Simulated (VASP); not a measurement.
Set up this calculation in VASP 6.6.1, as the native input.

```yaml
Task: relaxation of cell and atoms
Functional: PBEsol
Potentials_or_basis: VASP PAW PBE potentials, release 64 (S, Mg)
Cutoff: 600 eV
k_mesh: 9 × 9 × 9
Occupations: fermi-dirac, width 0.05 eV
Spin: no spin polarisation
Target_pressure: 5 GPa
Dipole_correction: no
Further_INCAR_settings: ALGO = Normal; EDIFF = 1e-06; IBRION = 2; EDIFFG = -0.005; NSW = 80; ISIF = 3
```

The structure of MgS (Niningerite) lies in POSCAR:

```
MgS
1.0
    0.0000000000      2.6016500000      2.6016500000
    2.6016500000      0.0000000000      2.6016500000
    2.6016500000      2.6016500000      0.0000000000
S Mg
1 1
Direct
    0.5000000000      0.5000000000      0.5000000000
    0.0000000000      0.0000000000      0.0000000000
```

These files were run (other wordings do the same):

INCAR

```
PREC     = Accurate       # precision mode
ENCUT    = 600            # plane-wave cutoff, eV
EDIFF    = 1E-6           # SCF threshold, eV
ISMEAR   = -1             # smearing method
SIGMA    = 0.05           # smearing width, eV
LREAL    = False          # projectors in reciprocal space
LASPH    = True           # aspherical terms in the spheres
NELM     = 100            # most SCF steps
ALGO     = Normal         # electronic algorithm
ISIF     = 3              # what is computed and relaxed
LWAVE    = False          # write WAVECAR
LCHARG   = False          # write CHGCAR
GGA      = PS             # functional
IBRION   = 2              # ionic algorithm
NSW      = 80             # ionic steps
EDIFFG   = -0.005         # ionic threshold
PSTRESS  = 50.0
```

KPOINTS

```
Automatic mesh
0
Gamma
  9 9 9
```

Potentials or basis: VASP PAW PBE potentials, release 64 (S, Mg).

Run with:

```sh
$ cat potpaw_PBE.64/S/POTCAR potpaw_PBE.64/Mg/POTCAR > POTCAR
$ mpirun -np 1 vasp_std > vasp.out
```

It gave:

```json
{"Relaxed volume": "16.40 Å³/atom", "Relaxed cell": "a = 3.593 Å, b = 3.593 Å, c = 3.593 Å, α = 60.00°, β = 60.00°, γ = 60.00°", "Space group after relaxing (to 0.05 Å)": "Fm-3m (No. 225)", "Energy change on relaxing (the enthalpy is what falls)": "+13.3 meV/atom", "Ionic steps": "3", "Pressure after relaxing": "5.0 GPa", "Band gap on the k mesh": "2.98 eV, indirect (least direct gap 4.17 eV)"}
```

Caveat: the cell is relaxed towards a set pressure, so the enthalpy falls and the energy may rise; the PAW data sets were made with another functional, which shifts forces and pressure a little.

Wall time 21 s on 1 thread of Intel Xeon 6975P-C (shared host), peak memory 0.18 GiB.
